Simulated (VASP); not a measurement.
# SiO2 (P4_2/mnm) in VASP: further runs

SiO2 is run at these levels: LDA; tasks: single point.

Everything below comes from runs of VASP 6.6.1. Logs are shortened: lines on timing, memory, paths and dates and some standing lists are left out, and cuts for length are marked.

### 1 The cell of the first run

It takes space group P4_2/mnm (No. 136, tetragonal). The conventional cell has a = 4.065 Å, b = 4.065 Å, c = 2.603 Å, α = 90.00°, β = 90.00°, γ = 90.00°. Within 2.3 Å of Si (site symmetry mmm) lie 6 O at 1.72 to 1.76 Å. Within 2.3 Å of O (site symmetry m2m) lie 3 Si at 1.72 to 1.76 Å and 1 O at 2.24 Å.

### 2 Single point, LDA (volume 7.168 Å^3 an atom, c/a of the conventional cell 0.6405)

Contents of INCAR:

```
  PREC = Accurate
  ENCUT = 520
  EDIFF = 1E-6
  ISMEAR = 0
  SIGMA = 0.05
  LREAL = False
  LASPH = True
  NELM = 60
  ALGO = Normal
  ISIF = 2
  LWAVE = False
  LCHARG = False
  NBANDS = 25
```

Contents of KPOINTS:

```
regular mesh
0
Gamma
  6 6 10
```

Contents of POSCAR:

```
SiO2
1.0
    4.0645600111      0.0000000000      0.0000000000
    0.0000000000      4.0645600111      0.0000000000
    0.0000000000      0.0000000000      2.6032877029
Si O
2 4
Direct
    0.5000000000      0.5000000000      0.5000000000
    0.0000000000      0.0000000000      0.0000000000
    0.6944252994      0.6944252994      0.0000000000
    0.1944252994      0.8055747006      0.5000000000
    0.3055747006      0.3055747006      0.0000000000
    0.8055747006      0.1944252994      0.5000000000
```

Potentials or basis: VASP PAW LDA potentials, release 64 (Si, O).

Started as:

```sh
$ cat potpaw_LDA.64/Si/POTCAR potpaw_LDA.64/O/POTCAR > POTCAR
$ mpirun -np 1 vasp_std > vasp.out
```

OUTCAR:

```text
PREC = Accurate
   ENCUT = 520
   EDIFF = 1E-6
   ISMEAR = 0
   LREAL = False
   LASPH = True
   NELM = 60
   ISIF = 2

 ion  position               nearest neighbor table
   1  0.500  0.500  0.500-   3 1.72   5 1.72   3 1.72   5 1.72   4 1.76   6 1.76
   2  0.000  0.000  0.000-   4 1.72   6 1.72   4 1.72   6 1.72   5 1.76   3 1.76
   3  0.694  0.694  0.000-   1 1.72   1 1.72   2 1.76
   4  0.194  0.806  0.500-   2 1.72   2 1.72   1 1.76
   5  0.306  0.306  0.000-   1 1.72   1 1.72   2 1.76
   6  0.806  0.194  0.500-   2 1.72   2 1.72   1 1.76

  LATTYP: Found a simple tetragonal cell.
 ALAT       =     4.0645600111
 C/A-ratio  =     0.6404845041

  Lattice vectors:

 A1 = (   4.0645600111,   0.0000000000,   0.0000000000)
 A2 = (   0.0000000000,   4.0645600111,   0.0000000000)
 A3 = (   0.0000000000,   0.0000000000,   2.6032877029)

Analysis of symmetry for initial positions (statically):
=====================================================================
 Subroutine PRICEL returns:
 Original cell was already a primitive cell.

 Routine SETGRP: Setting up the symmetry group for a
 simple tetragonal supercell.

 Subroutine GETGRP returns: Found 16 space group operations
 (whereof  8 operations were pure point group operations)
 out of a pool of 16 trial point group operations.

The static configuration has the point symmetry D_2h.
 The point group associated with its full space group is D_4h.

Analysis of symmetry for dynamics (positions and initial velocities):
=====================================================================
 Subroutine PRICEL returns:
 Original cell was already a primitive cell.

 Routine SETGRP: Setting up the symmetry group for a
 simple tetragonal supercell.

 Subroutine GETGRP returns: Found 16 space group operations
 (whereof  8 operations were pure point group operations)
 out of a pool of 16 trial point group operations.

The dynamic configuration has the point symmetry D_2h.
 The point group associated with its full space group is D_4h.

 Subroutine INISYM returns: Found 16 space group operations
 (whereof  8 operations are pure point group operations),
 and found     1 'primitive' translations

----------------------------------------------------------------------------------------

                                     Primitive cell

[... 93 lines left out ...]
   LNONCOLLINEAR =      F non collinear calculations
   LSORBIT =      F    spin-orbit coupling
   LASPH  =      T    aspherical Exc in radial PAW
   ENCUT  =  520.0 eV  38.22 Ry    6.18 a.u.   7.56  7.56  4.84*2*pi/ulx,y,z
   NELM   =     60;   NELMIN=  2; NELMDL= -5     # of ELM steps
   EDIFF  = 0.1E-05   stopping-criterion for ELM
   LREAL  =      F    real-space projection
   EDIFFG = 0.1E-04   stopping-criterion for IOM
   NSW    =      0    number of steps for IOM
   IBRION =     -1    ionic relax: 0-MD 1-quasi-New 2-CG
   NFREE  =      0    steps in history (QN), initial steepest desc. (CG)
   ISIF   =      2    stress and relaxation
   ISYM   =      2    0-nonsym 1-usesym 2-fastsym
   POTIM  = 0.5000    time-step for ionic-motion
   TEBEG  =    0.0;   TEEND  =   0.0 temperature during run
   PSTRESS=    0.0 pullay stress
   NELECT =      32.0000    total number of electrons
   NUPDOWN=      -1.0000    fix difference up-down
   EMIN   =  10.00;   EMAX   =-10.00  energy-range for DOS
   EFERMI =   0.00;   METHOD = LEGACY
   ISMEAR =     0;   SIGMA  =   0.05  broadening in eV -4-tet -1-fermi 0-gaus
   EFERMI_NEDOS =   21; number of points for ismear=-14 and -15
   IALGO  =     38    algorithm
   IMIX   =      4    mixing-type and parameters
     AMIX     =   0.40;   BMIX     =  1.00
     AMIX_MAG =   1.60;   BMIX_MAG =  1.00
  volume/ion in A,a.u.               =       7.17        48.37
  Fermi-wavevector in a.u.,A,eV,Ry     =   1.483457  2.803328 29.941604  2.200646
  Thomas-Fermi vector in A             =   2.597117
   LORBIT       =      0    0 simple, 1 ext, 2 COOP (PROOUT), +10 PAW based schemes
   GGA     = CA    functional components
   LHFCALC =     F    Hartree Fock is set to
   AEXX    =    0.0000 exact exchange contribution
   IVDW    =     0    specifies the selected vdW correction
   LEPSILON=     F    determine dielectric tensor
   LRPA    =     F    only Hartree local field effects (RPA)
 non-spin polarized calculation
 Gauss-broadening in eV      SIGMA  =   0.05
  energy-cutoff  :      520.00
  volume of cell :       43.01
 maximum number of plane-waves:      1175
   NGX = 15   NGY = 15   NGZ =  9

 number of electron      32.0000017 magnetization

 Free energy of the ion-electron system (eV)
  ---------------------------------------------------
  ext. energy  EPLUGINS =         0.00000000
  ---------------------------------------------------
  free energy    TOTEN  =       -51.71793981 eV

  energy without entropy =      -51.71793981  energy(sigma->0) =      -51.71793981

 E-fermi :   9.5692     XC(G=0): -13.1439

 val. band max:        9.2564780458   @ k =   0.0000   0.0000   0.0000
 cond. band min:      15.9099757376   @ k =   0.0000   0.0000   0.0000
 fundamental gap:      6.6534976918
 Fermi energy:         9.5692136950

 k-point     1 :       0.0000    0.0000    0.0000
  band No.  band energies     occupation
      1     -14.0377      2.00000
      2      -9.8601      2.00000
      3      -9.8601      2.00000
      4      -9.5764      2.00000
      5      -2.1671      2.00000
      6       2.1389      2.00000
[... 661 lines left out ...]
     24      21.9547      0.00000
     25      23.6585      0.00000

 [... further k-points ...]
[... 5 lines left out ...]
  --------------------------------------------------------------------------------------
  -------------------------------------------------------------------------------------
  Total        6.6816219      6.6816219      8.3205538      0.0000000      0.0000000      0.0000000
  in kB      248.9105094    248.9105094    309.9656499      0.0000000      0.0000000      0.0000000
  external PRESSURE =     269.2622229 kB  Pullay stress =       0.0000000 kB

 VOLUME and BASIS-vectors are now :
 -----------------------------------------------------------------------------
  energy-cutoff  :      520.00
  volume of cell :       43.01
      direct lattice vectors                 reciprocal lattice vectors
     4.064560011  0.000000000  0.000000000     0.246029090  0.000000000  0.000000000
     0.000000000  4.064560011  0.000000000     0.000000000  0.246029090  0.000000000
     0.000000000  0.000000000  2.603287703     0.000000000  0.000000000  0.384129652

 POSITION                                       TOTAL-FORCE (eV/Angst)
 -----------------------------------------------------------------------------------
      2.03228      2.03228      1.30164        -0.000000     -0.000000      0.000000
      0.00000      0.00000      0.00000        -0.000000     -0.000000      0.000000
      2.82253      2.82253      0.00000         0.358211      0.358211      0.000000
      0.79025      3.27431      1.30164         0.358211     -0.358211      0.000000
      1.24203      1.24203      0.00000        -0.358211     -0.358211     -0.000000
      3.27431      0.79025      1.30164        -0.358211      0.358211      0.000000
 -----------------------------------------------------------------------------------
    total drift:                               -0.000000      0.000000      0.000000

  FREE ENERGIE OF THE ION-ELECTRON SYSTEM (eV)
  ---------------------------------------------------
  free  energy   TOTEN  =       -51.7179398077 eV

  energy  without entropy=      -51.7179398077  energy(sigma->0) =      -51.71793981
```

OSZICAR:

```text
N       E                     dE             d eps       ncg     rms          rms(c)
DAV:   1     0.125118977512E+03    0.12512E+03   -0.17932E+04  3048   0.125E+03
DAV:   2    -0.506344416218E+02   -0.17575E+03   -0.17015E+03  3737   0.283E+02
DAV:   3    -0.568544761335E+02   -0.62200E+01   -0.61988E+01  4026   0.507E+01
DAV:   4    -0.568920111792E+02   -0.37535E-01   -0.37526E-01  3555   0.459E+00
DAV:   5    -0.568922958106E+02   -0.28463E-03   -0.28458E-03  4032   0.376E-01    0.197E+01
DAV:   6    -0.518237517148E+02    0.50685E+01   -0.13671E+01  3807   0.250E+01    0.967E+00
DAV:   7    -0.517539862159E+02    0.69765E-01   -0.84761E-01  3782   0.544E+00    0.329E+00
DAV:   8    -0.517233510800E+02    0.30635E-01   -0.34994E-02  3673   0.152E+00    0.109E+00
DAV:   9    -0.517179524157E+02    0.53987E-02   -0.62685E-03  3979   0.579E-01    0.201E-01
DAV:  10    -0.517179364472E+02    0.15968E-04   -0.23579E-04  3633   0.110E-01    0.634E-02
DAV:  11    -0.517179398692E+02   -0.34220E-05   -0.16928E-05  3956   0.288E-02    0.199E-02
DAV:  12    -0.517179398077E+02    0.61546E-07   -0.16823E-06  2595   0.981E-03
   1 F= -.51717940E+02 E0= -.51717940E+02  d E =-.801437E-21
```

stdout:

```text
POSCAR found type information on POSCAR SiO
 POSCAR found :  2 types and       6 ions
 scaLAPACK will be used
 LDA part: xc-table for (Slater(with rela. corr.)+CA(PZ))
 , standard interpolation
 POSCAR, INCAR and KPOINTS ok, starting setup
 FFT: planning ... GRIDC
 FFT: planning ... GRID_SOFT
 FFT: planning ... GRID
 WAVECAR not read
 entering main loop
```

Run time: 34 s. Hardware: 1 thread of Intel Xeon 6975P-C, shared host; peak memory 0.16 GiB.

What came out:

| Quantity | Value |
| --- | --- |
| Free energy | -51.7179 eV |
| Pressure | 26.9 GPa |
| Largest force | 0.507 eV/Å |
| Band gap on the k mesh | 6.65 eV, direct |

Forces in eV/Å, atoms in the order of the input:
```
Si   0.000  0.000  0.000
Si   0.000  0.000  0.000
O    0.358  0.358  0.000
O    0.358 -0.358  0.000
O   -0.358 -0.358  0.000
O   -0.358  0.358  0.000
```

Stress tensor (GPa, compression positive):
```
24.89  0.00  0.00
 0.00 24.89  0.00
 0.00  0.00 31.00
```

 A k mesh can miss the band edges.

(Continued in part 2 of 2.)
